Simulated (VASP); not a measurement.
# Al6N in VASP: a series of runs

Runs on Al6N. Level: PBE. Tasks: single point.

All numbers are computed with VASP 6.6.1; they aren't measurements. Logs are shortened: lines on timing, memory, paths and dates and some standing lists are left out, and cuts for length are marked.

**1. The cell of the first run**

The cell holds a slab with vacuum, 14 atoms: a = 5.714 Å, b = 5.714 Å, c = 22.175 Å, α = 90.00°, β = 90.00°, γ = 90.00°.

**2. Single point, PBE**

The input, INCAR:

```
PREC     = Accurate       # precision mode
ENCUT    = 520            # plane-wave cutoff, eV
EDIFF    = 1E-6           # SCF threshold, eV
ISMEAR   = 0              # smearing method
SIGMA    = 0.1            # smearing width, eV
LREAL    = False          # projectors in reciprocal space
LASPH    = True           # aspherical terms in the spheres
NELM     = 80             # most SCF steps
ALGO     = Normal         # electronic algorithm
ISIF     = 2              # what is computed and relaxed
LWAVE    = False          # write WAVECAR
LCHARG   = True           # write CHGCAR
LDIPOL   = True         
IDIPOL   = 3            
DIPOL    = 0.5 0.5 0.297
GGA      = PE             # functional
LELF     = True           # ELF
LVHAR    = True         
LVACPOTAV= True         
NBANDS   = 36             # bands
```

The input, KPOINTS:

```
regular mesh
0
Gamma
  5 5 1
```

The input, POSCAR:

```
Al6N
1.0
    5.7143028096      0.0000000000      0.0000000000
    0.0000000000      5.7143028096      0.0000000000
    0.0000000000      0.0000000000     22.1750227687
Al N
12 2
Direct
    0.2500000000      0.2500000000      0.1803831293
    0.2500000000      0.7500000000      0.1803831293
    0.7500000000      0.2500000000      0.1803831293
    0.7500000000      0.7500000000      0.1803831293
    0.0000000000      0.0000000000      0.2744094920
    0.0000000000      0.5000000000      0.2744094920
    0.5000000000      0.0000000000      0.2744094920
    0.5000000000      0.5000000000      0.2744094920
    0.2500000000      0.2500000000      0.3686590473
    0.2500000000      0.7500000000      0.3686590473
    0.7500000000      0.2500000000      0.3686590473
    0.7500000000      0.7500000000      0.3686590473
    0.2375007853      0.5000000000      0.4335969739
    0.7624992147      0.5000000000      0.4335969739
```

Potentials or basis: VASP PAW PBE potentials, release 64 (Al, N).

Run with:

```console
cat potpaw_PBE.64/Al/POTCAR potpaw_PBE.64/N/POTCAR > POTCAR
mpirun -np 1 vasp_std > vasp.out
```

OUTCAR:

```text
PREC = Accurate
   ENCUT = 520
   EDIFF = 1E-6
   ISMEAR = 0
   LREAL = False
   LASPH = True
   NELM = 80
   ISIF = 2
   GGA = PE

 ion  position               nearest neighbor table
   1  0.250  0.250  0.180-   2 2.86   3 2.86   2 2.86   3 2.86   7 2.90   8 2.90   5 2.90   6 2.90

   2  0.250  0.750  0.180-   1 2.86   4 2.86   1 2.86   4 2.86   7 2.90   8 2.90   5 2.90   6 2.90

   3  0.750  0.250  0.180-   1 2.86   4 2.86   4 2.86   1 2.86   7 2.90   8 2.90   5 2.90   6 2.90
[... 4 lines left out ...]
                            11 2.91  12 2.91   9 2.91  10 2.91
   6  0.000  0.500  0.274-   5 2.86   8 2.86   5 2.86   8 2.86   1 2.90   2 2.90   3 2.90   4 2.90
                            11 2.91  12 2.91   9 2.91  10 2.91
   7  0.500  0.000  0.274-   5 2.86   8 2.86   8 2.86   5 2.86   1 2.90   2 2.90   3 2.90   4 2.90
                            11 2.91  12 2.91   9 2.91  10 2.91
   8  0.500  0.500  0.274-   6 2.86   7 2.86   7 2.86   6 2.86   1 2.90   2 2.90   3 2.90   4 2.90
                            11 2.91  12 2.91   9 2.91  10 2.91
   9  0.250  0.250  0.369-  13 2.03  11 2.86  10 2.86  10 2.86  11 2.86   6 2.91   7 2.91   8 2.91
                             5 2.91
  10  0.250  0.750  0.369-  13 2.03  12 2.86   9 2.86   9 2.86  12 2.86   6 2.91   7 2.91   8 2.91
                             5 2.91
  11  0.750  0.250  0.369-  14 2.03  12 2.86   9 2.86  12 2.86   9 2.86   6 2.91   7 2.91   8 2.91
                             5 2.91
  12  0.750  0.750  0.369-  14 2.03  11 2.86  10 2.86  11 2.86  10 2.86   6 2.91   7 2.91   8 2.91
                             5 2.91
  13  0.238  0.500  0.434-   9 2.03  10 2.03
  14  0.762  0.500  0.434-  11 2.03  12 2.03

  LATTYP: Found a simple tetragonal cell.
 ALAT       =     5.7143028096
 C/A-ratio  =     3.8806173750

  Lattice vectors:

 A1 = (   5.7143028096,   0.0000000000,   0.0000000000)
 A2 = (   0.0000000000,   5.7143028096,   0.0000000000)
 A3 = (   0.0000000000,   0.0000000000,  22.1750227687)

Analysis of symmetry for initial positions (statically):
=====================================================================
 Subroutine PRICEL returns:
 Original cell was already a primitive cell.

 Routine SETGRP: Setting up the symmetry group for a
 simple tetragonal supercell.

 Subroutine GETGRP returns: Found  4 space group operations
 (whereof  4 operations were pure point group operations)
 out of a pool of 16 trial point group operations.

The static configuration has the point symmetry C_2v.

Analysis of symmetry for dynamics (positions and initial velocities):
=====================================================================
 Subroutine PRICEL returns:
 Original cell was already a primitive cell.

 Routine SETGRP: Setting up the symmetry group for a
 simple tetragonal supercell.
[... 137 lines left out ...]
   LORBIT       =      0    0 simple, 1 ext, 2 COOP (PROOUT), +10 PAW based schemes
   GGA     = PE    functional components
   LHFCALC =     F    Hartree Fock is set to
   AEXX    =    0.0000 exact exchange contribution
   IVDW    =     0    specifies the selected vdW correction
   LEPSILON=     F    determine dielectric tensor
   LRPA    =     F    only Hartree local field effects (RPA)
 non-spin polarized calculation
 Gauss-broadening in eV      SIGMA  =   0.10
  energy-cutoff  :      520.00
  volume of cell :      724.09
 maximum number of plane-waves:     19529
   NGX = 21   NGY = 21   NGZ = 83

 dipolmoment           0.000000      0.000000     -0.086096 electrons x Angstroem

 number of electron      46.0000001 magnetization

 dipolmoment           0.000000      0.000000      0.423466 electrons x Angstroem

 Free energy of the ion-electron system (eV)
  ---------------------------------------------------
  ext. energy  EPLUGINS =         0.00000000
  ---------------------------------------------------
  free energy    TOTEN  =       -54.80365854 eV

  energy without entropy =      -54.75179397  energy(sigma->0) =      -54.77772626

 E-fermi :  -1.5807     XC(G=0):  -3.9356

 val. band max:       -1.6085789923   @ k =   0.0000   0.4000   0.0000
 cond. band min:      -1.5632550128   @ k =   0.4000   0.0000   0.0000
 fundamental gap:      0.0453239796
 Fermi energy:        -1.5807404380

 k-point     1 :       0.0000    0.0000    0.0000
  band No.  band energies     occupation
      1     -14.8389      2.00000
      2     -13.9027      2.00000
      3     -11.5562      2.00000
      4      -9.2501      2.00000
      5      -7.3574      2.00000
      6      -7.2204      2.00000
[... 331 lines left out ...]
     34       1.2665      0.00000
     35       1.5171      0.00000
 [bands above 35 left out]

------------------------ aborting loop because EDIFF is reached ----------------------------------------

  FORCE on cell =-STRESS in cart. coord.  units (eV):
  Direction    XX          YY          ZZ          XY          YZ          ZX
  --------------------------------------------------------------------------------------
  -------------------------------------------------------------------------------------
  Total       -5.6951787    -14.9007013     -9.6219174      0.0000000      0.0000000      0.0000000
  in kB      -12.6016485    -32.9705898    -21.2902926      0.0000000      0.0000000      0.0000000
  external PRESSURE =     -22.2875103 kB  Pullay stress =       0.0000000 kB

 VOLUME and BASIS-vectors are now :
 -----------------------------------------------------------------------------
  energy-cutoff  :      520.00
  volume of cell :      724.09
      direct lattice vectors                 reciprocal lattice vectors
     5.714302810  0.000000000  0.000000000     0.174999476  0.000000000  0.000000000
     0.000000000  5.714302810  0.000000000     0.000000000  0.174999476  0.000000000
     0.000000000  0.000000000 22.175022769     0.000000000  0.000000000  0.045095782

 POSITION                                       TOTAL-FORCE (eV/Angst)
 -----------------------------------------------------------------------------------
      1.42858      1.42858      4.00000        -0.006742     -0.002916      0.063604
      1.42858      4.28573      4.00000        -0.006742      0.002916      0.063604
      4.28573      1.42858      4.00000         0.006742     -0.002916      0.063604
      4.28573      4.28573      4.00000         0.006742      0.002916      0.063604
      0.00000      0.00000      6.08504         0.000000     -0.000000      0.185294
      0.00000      2.85715      6.08504         0.000000     -0.000000     -0.150105
      2.85715      0.00000      6.08504         0.000000     -0.000000      0.164353
      2.85715      2.85715      6.08504         0.000000     -0.000000     -0.123110
      1.42858      1.42858      8.17502        -0.028781      0.975135      1.374166
      1.42858      4.28573      8.17502        -0.028781     -0.975135      1.374166
      4.28573      1.42858      8.17502         0.028781      0.975135      1.374166
      4.28573      4.28573      8.17502         0.028781     -0.975135      1.374166
      1.35715      2.85715      9.61502        -0.114979     -0.000000     -2.913757
      4.35715      2.85715      9.61502         0.114979     -0.000000     -2.913757
 -----------------------------------------------------------------------------------
    total drift:                                0.000000      0.000000     -0.000422

  FREE ENERGIE OF THE ION-ELECTRON SYSTEM (eV)
  ---------------------------------------------------
  free  energy   TOTEN  =       -54.8036585406 eV

  energy  without entropy=      -54.7517939701  energy(sigma->0) =      -54.77772626

 vacuum level on the upper side and lower side of the slab         5.111         2.765
```

stdout:

```text
POSCAR found type information on POSCAR AlN
 POSCAR found :  2 types and      14 ions
 scaLAPACK will be used
 LDA part: xc-table for (Slater+PW92), standard interpolation
 POSCAR, INCAR and KPOINTS ok, starting setup
 FFT: planning ... GRIDC
 FFT: planning ... GRID_SOFT
 FFT: planning ... GRID
 WAVECAR not read
 entering main loop
 -----------------------------------------------------------------------------
|                                                                             |
|           W    W    AA    RRRRR   N    N  II  N    N   GGGG   !!!           |
|           W    W   A  A   R    R  NN   N  II  NN   N  G    G  !!!           |
|           W    W  A    A  R    R  N N  N  II  N N  N  G       !!!           |
|           W WW W  AAAAAA  RRRRR   N  N N  II  N  N N  G  GGG   !            |
|           WW  WW  A    A  R   R   N   NN  II  N   NN  G    G                |
|           W    W  A    A  R    R  N    N  II  N    N   GGGG   !!!           |
|                                                                             |
|     Did not find any points to average over, which means that no vacuum     |
|     field-free region was found. Please increase the size of  your cell     |
|     in the dimension of the dipole correction to obtain accurate            |
|     workfunction values.                                                    |
|                                                                             |
 -----------------------------------------------------------------------------
```

Run time: 4.6 min. Hardware: 1 thread of Intel Xeon 6975P-C (Granite Rapids), shared host; peak memory 0.69 GiB.

Results:

```yaml
Free_energy: -54.8037 eV
Largest_force: 2.916 eV/Å
Band_gap_on_the_k_mesh: zero (bands 23 and 24 overlap by 0.40 eV)
```

Forces on the atoms (eV/Å):
```
Al  -0.007 -0.003  0.064
Al  -0.007  0.003  0.064
Al   0.007 -0.003  0.064
Al   0.007  0.003  0.064
Al   0.000  0.000  0.185
Al   0.000  0.000 -0.150
Al   0.000  0.000  0.164
Al   0.000  0.000 -0.123
Al  -0.029  0.975  1.374
Al  -0.029 -0.975  1.374
Al   0.029  0.975  1.374
Al   0.029 -0.975  1.374
N   -0.115  0.000 -2.914
N    0.115  0.000 -2.914
```

**3. Single point, PBE**

The input, INCAR:

```
SYSTEM = Al6N
PREC     = Accurate       ! precision mode
ENCUT    = 520            ! plane-wave cutoff, eV
EDIFF    = 1E-7           ! SCF threshold, eV
ISMEAR   = 0              ! smearing method
SIGMA    = 0.1            ! smearing width, eV
LREAL    = .FALSE.        ! projectors in reciprocal space
LASPH    = .TRUE.         ! aspherical terms in the spheres
NELM     = 80             ! most SCF steps
ALGO     = Normal         ! electronic algorithm
ISIF     = 2              ! what is computed and relaxed
LWAVE    = .FALSE.        ! write WAVECAR
LCHARG   = .TRUE.         ! write CHGCAR
LDIPOL   = .TRUE.       
IDIPOL   = 3            
DIPOL    = 0.5 0.5 0.295
GGA      = PE             ! functional
LELF     = .TRUE.         ! ELF
LVHAR    = .TRUE.       
LVACPOTAV= .TRUE.       
NBANDS   = 36             ! bands
```

The input, KPOINTS:

```
regular mesh
0
G
  5 5 1
  0 0 0
```

Edit POSCAR of step 2 so:

```diff
@@ -20,3 +20,3 @@
     0.7500000000      0.7500000000      0.3686590473
-    0.2375007853      0.5000000000      0.4335969739
-    0.7624992147      0.5000000000      0.4335969739
+    0.4037502879      0.5000000000      0.4191663236
+    0.5962497121      0.5000000000      0.4191663236
```

Potentials or basis: VASP PAW PBE potentials, release 64 (Al, N).

Run with:

```console
cat potpaw_PBE.64/Al/POTCAR potpaw_PBE.64/N/POTCAR > POTCAR
mpirun -np 1 vasp_std > vasp.out
```

Wall time 4.9 min (1 thread of Intel Xeon 6975P-C (Granite Rapids), shared host); peak memory 0.69 GiB.

The run converged. Its results:

```
Free energy            : -55.7761 eV
Largest force          : 17.800 eV/Å
Band gap on the k mesh : zero (bands 23 and 24 overlap by 0.66 eV)
```

Forces in eV/Å, atoms in the order of the input:
```
Al    0.010  -0.019  -0.033
Al    0.010   0.019  -0.033
Al   -0.010  -0.019  -0.033
Al   -0.010   0.019  -0.033
Al    0.000   0.000  -0.026
Al    0.000   0.000   0.089
Al    0.000   0.000   0.149
Al    0.000   0.000  -0.022
Al   -0.976  -0.827  -0.291
Al   -0.976   0.827  -0.291
Al    0.976  -0.827  -0.291
Al    0.976   0.827  -0.291
N   -17.792   0.000   0.553
N    17.792   0.000   0.553
```

Levels at points of the mesh, in eV from the Fermi level:
```
           k point  band 20  band 21  band 22  band 23  band 24  band 25  band 26  band 27
(0.00, 0.00, 0.00)    -1.26    -0.47    -0.46    -0.41    -0.33    -0.33    -0.09     0.22
```

Caveat: the standard files for N, O and F lose accuracy on very short bonds.

(Continued in part 2 of 2.)

The gap in the log of VASP goes by the Fermi energy; the results here count the filled bands.